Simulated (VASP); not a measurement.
# PbS (P6_3mc) in VASP: further runs

The runs below take PbS through single point, with PBE, r2SCAN.

Program: VASP 6.6.1. These are calculated values, not measurements. Logs are shortened: lines on timing, memory, paths and dates and some standing lists are left out, and cuts for length are marked.

### Step 1. The cell of the first run

Symmetry: P6_3mc, No. 186, hexagonal system. Conventional cell: a = 5.124 Å, b = 5.124 Å, c = 6.157 Å, α = 90.00°, β = 90.00°, γ = 120.00°. Within 3.9 Å of Pb (site symmetry 3m) lie 5 S at 2.96 to 3.10 Å. Within 3.9 Å of S (site symmetry 3m) lie 5 Pb at 2.96 to 3.10 Å.

### Step 2. Single point, PBE (volume changed by +6%)

Input file INCAR:

```
PREC = Accurate
ENCUT = 520
EDIFF = 1E-7
ISMEAR = 0
SIGMA = 0.01
LREAL = F
LASPH = T
NELM = 60
ALGO = Normal
ISIF = 2
LWAVE = F
LCHARG = F
GGA = PE
NBANDS = 28
```

Input file KPOINTS:

```
Automatic mesh
0
Gamma
  6 6 4
```

Input file POSCAR:

```
PbS
1.0
    5.1237728253      0.0000000000      0.0000000000
   -2.5618864127      4.4373174300      0.0000000000
    0.0000000000      0.0000000000      6.1574789565
Pb S
2 2
Direct
    0.3333333333      0.6666666667     -0.0640864668
    0.6666666667      0.3333333333      0.4359135332
    0.3333333333      0.6666666667      0.4390864668
    0.6666666667      0.3333333333      0.9390864668
```

Potentials or basis: VASP PAW PBE potentials, release 64 (Pb_d, S).

On the command line:

```sh
cat potpaw_PBE.64/Pb_d/POTCAR potpaw_PBE.64/S/POTCAR > POTCAR
mpirun -np 1 vasp_std > vasp.out
```

OUTCAR:

```text
PREC = Accurate
   ENCUT = 520
   EDIFF = 1E-7
   ISMEAR = 0
   LREAL = F
   LASPH = T
   NELM = 60
   ISIF = 2
   GGA = PE

 ion  position               nearest neighbor table
   1  0.333  0.667  0.936-   4 2.96   4 2.96   4 2.96   3 3.06   3 3.10
   2  0.667  0.333  0.436-   3 2.96   3 2.96   3 2.96   4 3.06   4 3.10
   3  0.333  0.667  0.439-   2 2.96   2 2.96   2 2.96   1 3.06   1 3.10
   4  0.667  0.333  0.939-   1 2.96   1 2.96   1 2.96   2 3.06   2 3.10

  LATTYP: Found a hexagonal cell.
 ALAT       =     5.1237728253
 C/A-ratio  =     1.2017470654

  Lattice vectors:

 A1 = (   5.1237728253,   0.0000000000,   0.0000000000)
 A2 = (  -2.5618864127,   4.4373174300,   0.0000000000)
 A3 = (   0.0000000000,   0.0000000000,   6.1574789565)

Analysis of symmetry for initial positions (statically):
=====================================================================
 Subroutine PRICEL returns:
 Original cell was already a primitive cell.

 Routine SETGRP: Setting up the symmetry group for a
 hexagonal supercell.

 Subroutine GETGRP returns: Found 12 space group operations
 (whereof  6 operations were pure point group operations)
 out of a pool of 24 trial point group operations.

The static configuration has the point symmetry C_3v.
 The point group associated with its full space group is C_6v.

Analysis of symmetry for dynamics (positions and initial velocities):
=====================================================================
 Subroutine PRICEL returns:
 Original cell was already a primitive cell.

 Routine SETGRP: Setting up the symmetry group for a
 hexagonal supercell.

 Subroutine GETGRP returns: Found 12 space group operations
 (whereof  6 operations were pure point group operations)
 out of a pool of 24 trial point group operations.

The dynamic configuration has the point symmetry C_3v.
 The point group associated with its full space group is C_6v.

 Subroutine INISYM returns: Found 12 space group operations
 (whereof  6 operations are pure point group operations),
 and found     1 'primitive' translations

----------------------------------------------------------------------------------------

                                     Primitive cell

  volume of cell :     139.9952

  direct lattice vectors                    reciprocal lattice vectors
     5.123772825  0.000000000  0.000000000     0.195168684  0.112680692  0.000000000
    -2.561886413  4.437317430  0.000000000     0.000000000  0.225361385  0.000000000
     0.000000000  0.000000000  6.157478957     0.000000000  0.000000000  0.162404128

  length of vectors
     5.123772825  5.123772825  6.157478957     0.225361385  0.225361385  0.162404128

  position of ions in fractional coordinates (direct lattice)
     0.333333333  0.666666667  0.935913533
     0.666666667  0.333333333  0.435913533
     0.333333333  0.666666667  0.439086467
     0.666666667  0.333333333  0.939086467

  ion indices of the primitive-cell ions
   primitive index   ion index
                 1           1
                 2           2
                 3           3
                 4           4

----------------------------------------------------------------------------------------

 KPOINTS: Automatic mesh

Automatic generation of k-mesh.
 Grid dimensions read from file:
 generate k-points for:    6    6    4

 Generating k-lattice:

  Cartesian coordinates                     Fractional coordinates (reciprocal lattice)
     0.032528114  0.018780115  0.000000000     0.166666667  0.000000000  0.000000000
     0.000000000  0.037560231  0.000000000     0.000000000  0.166666667  0.000000000
     0.000000000  0.000000000  0.040601032     0.000000000  0.000000000  0.250000000

  Length of vectors
     0.037560231  0.037560231  0.040601032

  Shift w.r.t. Gamma in fractional coordinates (k-lattice)
     0.000000000  0.000000000  0.000000000

 Subroutine IBZKPT returns following result:
 ===========================================

 Found     21 irreducible k-points:

 Following reciprocal coordinates:
            Coordinates               Weight
  0.000000  0.000000  0.000000      1.000000
  0.166667  0.000000  0.000000      6.000000
  0.333333  0.000000  0.000000      6.000000
  0.500000  0.000000  0.000000      3.000000
  0.166667  0.166667  0.000000      6.000000
  0.333333  0.166667  0.000000     12.000000
[... 13 lines left out ...]
  0.333333  0.166667  0.500000     12.000000
  0.333333  0.333333  0.500000      2.000000
   k-points           NKPTS =     21   k-points in BZ     NKDIM =     21   number of bands    NBANDS=     28
   number of dos      NEDOS =    301   number of ions     NIONS =      4
   total plane-waves  NPLWV =  76800
   dimension x,y,z NGX =    40 NGY =   40 NGZ =   48
   dimension x,y,z NGXF=    80 NGYF=   80 NGZF=   96
   ions per type =               2   2
   NGX,Y,Z   is equivalent  to a cutoff of  12.98, 12.98, 12.96 a.u.
   NGXF,Y,Z  is equivalent  to a cutoff of  25.96, 25.96, 25.92 a.u.
 SYSTEM =  unknown system
   PREC   = accura    normal or accurate (medium, high low for compatibility)
   ISTART =      0    job   : 0-new  1-cont  2-samecut
   ICHARG =      2    charge: 1-file 2-atom 10-const
   ISPIN  =      1    spin polarized calculation?
   LNONCOLLINEAR =      F non collinear calculations
   LSORBIT =      F    spin-orbit coupling
   LASPH  =      T    aspherical Exc in radial PAW
   ENCUT  =  520.0 eV  38.22 Ry    6.18 a.u.   9.53  9.53 11.45*2*pi/ulx,y,z
   NELM   =     60;   NELMIN=  2; NELMDL= -5     # of ELM steps
   EDIFF  = 0.1E-06   stopping-criterion for ELM
   LREAL  =      F    real-space projection
   EDIFFG = 0.1E-05   stopping-criterion for IOM
   NSW    =      0    number of steps for IOM
   IBRION =     -1    ionic relax: 0-MD 1-quasi-New 2-CG
   NFREE  =      0    steps in history (QN), initial steepest desc. (CG)
   ISIF   =      2    stress and relaxation
   ISYM   =      2    0-nonsym 1-usesym 2-fastsym
   POTIM  = 0.5000    time-step for ionic-motion
   TEBEG  =    0.0;   TEEND  =   0.0 temperature during run
   PSTRESS=    0.0 pullay stress
   NELECT =      40.0000    total number of electrons
   NUPDOWN=      -1.0000    fix difference up-down
   EMIN   =  10.00;   EMAX   =-10.00  energy-range for DOS
   EFERMI =   0.00;   METHOD = LEGACY
   ISMEAR =     0;   SIGMA  =   0.01  broadening in eV -4-tet -1-fermi 0-gaus
   EFERMI_NEDOS =   21; number of points for ismear=-14 and -15
   IALGO  =     38    algorithm
   IMIX   =      4    mixing-type and parameters
     AMIX     =   0.40;   BMIX     =  1.00
     AMIX_MAG =   1.60;   BMIX_MAG =  1.00
  volume/ion in A,a.u.               =      35.00       236.18
  Fermi-wavevector in a.u.,A,eV,Ry     =   1.078261  2.037617 15.818758  1.162646
  Thomas-Fermi vector in A             =   2.214194
   LORBIT       =      0    0 simple, 1 ext, 2 COOP (PROOUT), +10 PAW based schemes
   GGA     = PE    functional components
   LHFCALC =     F    Hartree Fock is set to
   AEXX    =    0.0000 exact exchange contribution
   IVDW    =     0    specifies the selected vdW correction
   LEPSILON=     F    determine dielectric tensor
   LRPA    =     F    only Hartree local field effects (RPA)
 non-spin polarized calculation
 Gauss-broadening in eV      SIGMA  =   0.01
  energy-cutoff  :      520.00
  volume of cell :      140.00
 maximum number of plane-waves:      3802
 NGX is ok and might be reduce to    40
   NGX = 19   NGY = 19   NGZ = 23

 number of electron      40.0000004 magnetization

 Free energy of the ion-electron system (eV)
  ---------------------------------------------------
  ext. energy  EPLUGINS =         0.00000000
  ---------------------------------------------------
  free energy    TOTEN  =       -17.17546388 eV

  energy without entropy =      -17.17546388  energy(sigma->0) =      -17.17546388

 E-fermi :   3.0000     XC(G=0):  -8.0722

 val. band max:        2.9012828477   @ k =   0.3333   0.3333   0.5000
 cond. band min:       4.4049925827   @ k =   0.3333   0.3333   0.5000
 fundamental gap:      1.5037097349
 Fermi energy:         3.0000052289

 k-point     1 :       0.0000    0.0000    0.0000
  band No.  band energies     occupation
      1     -13.7329      2.00000
      2     -13.6783      2.00000
      3     -13.6783      2.00000
      4     -13.6740      2.00000
      5     -13.6740      2.00000
      6     -13.6735      2.00000
[... 20 lines left out ...]
     27       8.2292      0.00000
     28       9.7826      0.00000

 k-point     2 :       0.1667    0.0000    0.0000
  band No.  band energies     occupation
      1     -13.7323      2.00000
      2     -13.6799      2.00000
      3     -13.6797      2.00000
      4     -13.6773      2.00000
      5     -13.6739      2.00000
      6     -13.6699      2.00000
[... 20 lines left out ...]
     27       9.1243      0.00000
     28       9.4583      0.00000

 k-point     3 :       0.3333    0.0000    0.0000
  band No.  band energies     occupation
      1     -13.7301      2.00000
      2     -13.6915      2.00000
      3     -13.6824      2.00000
      4     -13.6752      2.00000
      5     -13.6711      2.00000
      6     -13.6631      2.00000
[... 20 lines left out ...]
     27       9.0573      0.00000
     28       9.7081      0.00000

 k-point     4 :       0.5000    0.0000    0.0000
  band No.  band energies     occupation
      1     -13.7282      2.00000
      2     -13.6979      2.00000
      3     -13.6837      2.00000
      4     -13.6738      2.00000
      5     -13.6695      2.00000
      6     -13.6602      2.00000
[... 485 lines left out ...]
     27      10.3502      0.00000
     28      10.3502      0.00000

 k-point    20 :       0.3333    0.1667    0.5000
  band No.  band energies     occupation
      1     -13.6902      2.00000
      2     -13.6902      2.00000
      3     -13.6744      2.00000
      4     -13.6744      2.00000
      5     -13.6729      2.00000
      6     -13.6729      2.00000
[... 20 lines left out ...]
     27       9.8619      0.00000
     28       9.8619      0.00000

 k-point    21 :       0.3333    0.3333    0.5000
  band No.  band energies     occupation
      1     -13.6874      2.00000
      2     -13.6874      2.00000
      3     -13.6769      2.00000
      4     -13.6769      2.00000
      5     -13.6711      2.00000
      6     -13.6711      2.00000
[... 20 lines left out ...]
     27       9.7058      0.00000
     28       9.7058      0.00000

------------------------ aborting loop because EDIFF is reached ----------------------------------------

  FORCE on cell =-STRESS in cart. coord.  units (eV):
  Direction    XX          YY          ZZ          XY          YZ          ZX
  --------------------------------------------------------------------------------------
  -------------------------------------------------------------------------------------
  Total       -1.8335010     -1.8335010     -1.9790448      0.0000000      0.0000000     -0.0000000
  in kB      -20.9835240    -20.9835240    -22.6492021      0.0000000      0.0000000     -0.0000000
  external PRESSURE =     -21.5387501 kB  Pullay stress =       0.0000000 kB

 VOLUME and BASIS-vectors are now :
 -----------------------------------------------------------------------------
  energy-cutoff  :      520.00
  volume of cell :      140.00
      direct lattice vectors                 reciprocal lattice vectors
     5.123772825  0.000000000  0.000000000     0.195168684  0.112680692  0.000000000
    -2.561886413  4.437317430  0.000000000     0.000000000  0.225361385  0.000000000
     0.000000000  0.000000000  6.157478957     0.000000000  0.000000000  0.162404128

 POSITION                                       TOTAL-FORCE (eV/Angst)
 -----------------------------------------------------------------------------------
     -0.00000      2.95821      5.76287         0.000000     -0.000000     -0.008671
      2.56189      1.47911      2.68413        -0.000000      0.000000     -0.008671
     -0.00000      2.95821      2.70367        -0.000000      0.000000      0.008671
      2.56189      1.47911      5.78241        -0.000000     -0.000000      0.008671
 -----------------------------------------------------------------------------------
    total drift:                               -0.000000      0.000000      0.000014

  FREE ENERGIE OF THE ION-ELECTRON SYSTEM (eV)
  ---------------------------------------------------
  free  energy   TOTEN  =       -17.1754638799 eV

  energy  without entropy=      -17.1754638799  energy(sigma->0) =      -17.17546388
```

It took 41 s on 1 thread of Intel Xeon 6975P-C (Granite Rapids), shared host; peak memory 0.29 GiB.

Results:

```yaml
Free_energy: -17.1755 eV
Pressure: -2.2 GPa
Largest_force: 0.009 eV/Å
Band_gap_on_the_k_mesh: 1.50 eV, direct
```

Forces in eV/Å, atoms in the order of the input:
```
Pb   0.000  0.000 -0.009
Pb   0.000  0.000 -0.009
S    0.000  0.000  0.009
S    0.000  0.000  0.009
```

Levels at points of the mesh, in eV from the valence-band top:
```
           k point  band 16  band 17  band 18  band 19  band 20  band 21  band 22  band 23  band 24  band 25
(0.00, 0.00, 0.00)    -2.60    -2.60    -1.56    -1.56    -1.54     2.19     2.19     3.38     3.38     5.10
(0.50, 0.00, 0.00)    -3.18    -2.42    -1.89    -1.79    -0.59     2.94     3.07     4.23     4.32     4.89
(0.00, 0.00, 0.50)    -2.08    -2.08    -2.08    -1.12    -1.12     2.47     2.47     2.47     2.47     2.56
(0.50, 0.00, 0.50)    -2.59    -1.55    -1.55    -0.54    -0.54     1.70     1.70     3.08     3.08     4.27
```

Caveat: spin-orbit coupling is left out, which moves the levels of the heavy elements. A k mesh can miss the band edges.

### Step 3. Single point, r2SCAN (volume changed by -6%)

Input file POSCAR:

```
PbS
1.0
    4.8950218588      0.0000000000      0.0000000000
   -2.4475109294      4.2392132818      0.0000000000
    0.0000000000      0.0000000000      5.8752602592
Pb S
2 2
Direct
    0.3333333333      0.6666666667     -0.0640827495
    0.6666666667      0.3333333333      0.4359172505
    0.3333333333      0.6666666667      0.4390827495
    0.6666666667      0.3333333333      0.9390827495
```

Input file INCAR.step1:

```
  ALGO = Normal
  EDIFF = 1E-4
  ENCUT = 520
  GGA = PE
  ISMEAR = 0
  LASPH = True
  LCHARG = False
  LREAL = False
  LWAVE = True
  NBANDS = 28
  NELM = 100
  PREC = Accurate
  SIGMA = 0.01
```

Input file INCAR.step2:

```
  ALGO = Normal
  EDIFF = 1E-6
  ENCUT = 520
  ISIF = 2
  ISMEAR = 0
  ISTART = 1
  LASPH = True
  LCHARG = False
  LMIXTAU = True
  LREAL = False
  LWAVE = False
  METAGGA = R2SCAN
  NBANDS = 28
  NELM = 100
  PREC = Accurate
  SIGMA = 0.01
```

Input file KPOINTS:

```
k-points
0
Gamma
  6 6 4
```

Potentials or basis: VASP PAW PBE potentials, release 64 (Pb_d, S).

On the command line:

```sh
cat potpaw_PBE.64/Pb_d/POTCAR potpaw_PBE.64/S/POTCAR > POTCAR
cp INCAR.step1 INCAR
mpirun -np 1 vasp_std > vasp.out
cp INCAR.step2 INCAR
mpirun -np 1 vasp_std > vasp.out
```

It took 98 s on 1 thread of Intel Xeon 6975P-C (Granite Rapids), shared host; peak memory 0.28 GiB.

Results (log left out):

- Free energy: -130.6727 eV
- Pressure: 3.1 GPa
- Largest force: 0.013 eV/Å
- Band gap on the k mesh: 1.63 eV, direct

Forces in eV/Å, atoms in the order of the input:
```
Pb   0.000  0.000  0.013
Pb   0.000  0.000  0.013
S    0.000  0.000 -0.013
S    0.000  0.000 -0.013
```

Stress tensor (GPa, compression positive):
```
3.04 0.00 0.00
0.00 3.04 0.00
0.00 0.00 3.32
```

Levels at points of the mesh, in eV from the valence-band top:
```csv
k point,band 18,band 19,band 20,band 21,band 22,band 23
"(0.00, 0.00, 0.00)",-2.36,-2.32,-2.32,2.04,2.04,3.58
"(0.50, 0.00, 0.00)",-2.75,-2.42,-0.88,3.28,3.28,4.31
"(0.00, 0.00, 0.50)",-2.94,-1.54,-1.54,2.37,2.37,2.37
"(0.50, 0.00, 0.50)",-2.30,-0.75,-0.75,1.78,1.78,3.29
```

Caveat: the PAW data sets were made with another functional, which shifts forces and pressure a little; spin-orbit coupling is left out, which moves the levels of the heavy elements.

### Step 4. Single point, r2SCAN (volume changed by -3%)

Input file POSCAR:

```
PbS
1.0
    4.9465521915      0.0000000000      0.0000000000
   -2.4732760958      4.2838398590      0.0000000000
    0.0000000000      0.0000000000      5.9371096491
Pb S
2 2
Direct
    0.3333333333      0.6666666667     -0.0640827495
    0.6666666667      0.3333333333      0.4359172505
    0.3333333333      0.6666666667      0.4390827495
    0.6666666667      0.3333333333      0.9390827495
```

Input file INCAR.step1:

```
SYSTEM = PbS
PREC     = Accurate       ! precision mode
ENCUT    = 520            ! plane-wave cutoff, eV
ISMEAR   = 0              ! smearing method
SIGMA    = 0.01           ! smearing width, eV
LREAL    = .False.        ! projectors in reciprocal space
LASPH    = .True.         ! aspherical terms in the spheres
NELM     = 60             ! most SCF steps
NBANDS   = 28             ! bands
GGA      = PE             ! functional
ALGO     = Normal         ! electronic algorithm
EDIFF    = 1E-4           ! SCF threshold, eV
LWAVE    = .True.         ! write WAVECAR
LCHARG   = .False.        ! write CHGCAR
```

Input file INCAR.step2:

```
SYSTEM = PbS
PREC     = Accurate       ! precision mode
ENCUT    = 520            ! plane-wave cutoff, eV
EDIFF    = 1E-6           ! SCF threshold, eV
ISMEAR   = 0              ! smearing method
SIGMA    = 0.01           ! smearing width, eV
LREAL    = .False.        ! projectors in reciprocal space
LASPH    = .True.         ! aspherical terms in the spheres
NELM     = 60             ! most SCF steps
ALGO     = Normal         ! electronic algorithm
ISIF     = 2              ! what is computed and relaxed
LWAVE    = .False.        ! write WAVECAR
LCHARG   = .False.        ! write CHGCAR
METAGGA  = R2SCAN         ! meta-GGA
LMIXTAU  = .True.       
NBANDS   = 28             ! bands
ISTART   = 1
```

Input file KPOINTS:

```
regular mesh
0
Gamma
  6 6 4
  0 0 0
```

On the command line:

```sh
cat potpaw_PBE.64/Pb_d/POTCAR potpaw_PBE.64/S/POTCAR > POTCAR
cp INCAR.step1 INCAR
mpirun -np 1 vasp_std > vasp.out
cp INCAR.step2 INCAR
mpirun -np 1 vasp_std > vasp.out
```

Run time: 2.2 min. Hardware: 1 thread of Intel Xeon 6975P-C (Granite Rapids), shared host; peak memory 0.32 GiB.

Results (log left out):

```
Free energy            : -130.7291 eV
Pressure               : 1.4 GPa
Largest force          : 0.007 eV/Å
Band gap on the k mesh : 1.68 eV, direct
```

Forces in eV/Å, atoms in the order of the input:
```
Pb   0.000  0.000  0.007
Pb   0.000  0.000  0.007
S    0.000  0.000 -0.007
S    0.000  0.000 -0.007
```

Stress tensor (GPa, compression positive):
```
1.39 0.00 0.00
0.00 1.39 0.00
0.00 0.00 1.50
```

Levels at points of the mesh, in eV from the valence-band top:
| k point | band 16 | band 17 | band 18 | band 19 | band 20 | band 21 | band 22 | band 23 | band 24 | band 25 |
| --- | --- | --- | --- | --- | --- | --- | --- | --- | --- | --- |
| (0.00, 0.00, 0.00) | -3.35 | -3.35 | -2.19 | -2.16 | -2.16 | 2.15 | 2.15 | 3.61 | 3.61 | 4.98 |
| (0.50, 0.00, 0.00) | -4.06 | -3.18 | -2.57 | -2.28 | -0.82 | 3.28 | 3.29 | 4.39 | 4.78 | 5.57 |
| (0.00, 0.00, 0.50) | -2.76 | -2.76 | -2.76 | -1.45 | -1.45 | 2.46 | 2.46 | 2.46 | 2.46 | 2.84 |
| (0.50, 0.00, 0.50) | -3.37 | -2.14 | -2.14 | -0.70 | -0.70 | 1.84 | 1.84 | 3.30 | 3.30 | 4.69 |

Caveat: the PAW data sets were made with another functional, which shifts forces and pressure a little; spin-orbit coupling is left out, which moves the levels of the heavy elements.

### Step 5. Summary

| level | cell | gap on the mesh (eV) | pressure (GPa) | largest force (eV/Å) |
| --- | --- | --- | --- | --- |
| PBE | a = 5.124, b = 5.124, c = 6.157 Å, angles 90.0, 90.0, 120.0°, 4 atoms | 1.50 | -2.2 | 0.01 |
| r2SCAN | a = 4.895, b = 4.895, c = 5.875 Å, angles 90.0, 90.0, 120.0°, 4 atoms | 1.63 | 3.1 | 0.01 |
| r2SCAN | a = 4.947, b = 4.947, c = 5.937 Å, angles 90.0, 90.0, 120.0°, 4 atoms | 1.68 | 1.4 | 0.01 |

Alike in all rows: task single point; potentials or basis VASP PAW PBE potentials, release 64 (Pb_d, S); no spin polarisation; k mesh 6 × 6 × 4; cutoff (eV) 520; smearing gaussian 0.01 eV.

Caveats: spin-orbit coupling is left out, which moves the levels of the heavy elements; the PAW data sets were made with another functional, which shifts forces and pressure a little (some runs).

Absolute energies hang on the potentials; compare differences alone.
